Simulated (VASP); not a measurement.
Crystal: BaZrO3.

```
CELL_PARAMETERS angstrom
4.20534 0.00000 0.00000
0.00000 4.20534 0.00000
0.00000 0.00000 4.20534
ATOMIC_POSITIONS crystal
Ba 0.00000 0.00000 0.00000
Zr 0.50000 0.50000 0.50000
O 0.50000 0.00000 0.50000
O 0.50000 0.50000 0.00000
O 0.00000 0.50000 0.50000
```

Base run:

- Program: VASP 6.6.1
- Functional: r2SCAN
- Potentials or basis: VASP PAW PBE potentials, release 64 (Ba_sv, Zr_sv, O_h)
- Cutoff: 1480 eV
- k mesh: 6 × 6 × 6
- Occupations: gaussian, width 0.01 eV
- Spin: no spin polarisation

Its results: band gap on the k mesh 3.69 eV (least direct gap 3.94 eV); pressure 0.9 GPa.

Q: The run is repeated on the same cell with these changes: functional from r2SCAN to PBE; cutoff from 1480 eV to 1340 eV; occupations from gaussian, width 0.01 eV to fermi-dirac, width 0.02 eV. What comes out?

A: Band gap on the k mesh 3.17 eV (least direct gap 3.40 eV); pressure 3.3 GPa.

Caveats: spin-orbit coupling is left out, which moves the levels of the heavy elements; the PAW data sets were made with another functional, which shifts forces and pressure a little (at least some runs); the cell stands under pressure (at least some runs).

A k mesh can miss the band edges.
